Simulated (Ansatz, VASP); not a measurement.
**One calculation of AlCo, two programs**

```
Al Co
1.0
     2.81940    0.00000    0.00000
     0.00000    2.81940    0.00000
     0.00000    0.00000    2.70663
Al Co
1 1
Direct
  0.00000 0.00000 0.00000
  0.50000 0.50000 0.50000
```

Change from the starting cell: strain +0.000 along x and y, -0.040 along z, atoms carried along.

Alike in both runs: task single point; functional PBE; k mesh 16 × 16 × 16; occupations gaussian, width 0.15 eV; collinear spin.

|  | VASP | Ansatz |
| --- | --- | --- |
| version | VASP 6.6.1 | Ansatz 0.2.0 |
| potentials or method | VASP PAW PBE potentials, release 64 (Al, Co), cutoff 520 eV | scalar-relativistic, plane waves, PAW |
| valence electrons in the cell | 12 | 20 |

VASP gave:

```
gap on the k mesh at the Fermi level (eV)                     : none
pressure (GPa)                                                : 16.1
traceless stress, the component that is largest in VASP (GPa) : 6.56
net moment per atom (μB)                                      : 0.00
```

Q: What did Ansatz give for the same quantities?

A: gap on the k mesh at the Fermi level (eV): none; pressure (GPa): 16.2; traceless stress, the component that is largest in VASP (GPa): 6.58; net moment per atom (μB): 0.00.

A gap of «none» marks a metal or a gap that the smearing closes. VASP's potentials hold 12 valence electrons a cell and Ansatz's 20, so a difference there can come from the potentials and not from the codes. Ansatz's warnings: seeded moment not kept.
